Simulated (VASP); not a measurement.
The system is CoO.

```
CELL_PARAMETERS angstrom
-1.50800 1.50800 2.10725
1.50800 -1.50800 2.10725
1.50800 1.50800 -2.10725
ATOMIC_POSITIONS crystal
Co 0.00000 0.00000 0.00000
O 0.50000 0.50000 0.00000
```

* Program: VASP 6.6.1
* Task: relaxation of cell and atoms
* Functional: PBE
* Potentials or basis: VASP PAW PBE potentials, release 64 (Co, O)
* Cutoff: 600 eV
* k mesh: 12 × 12 × 12
* Occupations: fermi-dirac, width 0.05 eV
* Spin: collinear spin, ferromagnetic start
* Starting moments: [2.0, 0.0] μB
* Hubbard terms: Co d U = 1.0 eV

At the start: pressure 0.5 GPa; volume 9.58 Å³/atom.

Problem. Where does the relaxation end?

Solution. Over 4 steps the energy falls by 9.5 meV/atom and the volume is 9.69 Å³/atom (+1.1 %); space group I4/mmm (No. 139, to 0.05 Å); moment 2.99 μB per cell.

The path:
```
step  energy change (eV)  largest force (eV/Å)  pressure (GPa)  volume (Å³)
   1              0.0000                0.0000            0.53        19.17
   2             -0.0112                0.0000           -0.06        19.25
   3             -0.0186                0.0000           -0.31        19.36
   4             -0.0191                0.0000           -0.04        19.39
```

Final structure:
```xyz
2
Lattice="-1.5445 1.5445 2.0320 1.5445 -1.5445 2.0320 1.5445 1.5445 -2.0320" Properties=species:S:1:pos:R:3 pbc="T T T"
Co   -1.5445    1.5445    2.0320
O     1.5445    1.5445    0.0000
```

Caveat: a cell with one magnetic atom can't hold antiferromagnetic order, which such compounds often take.
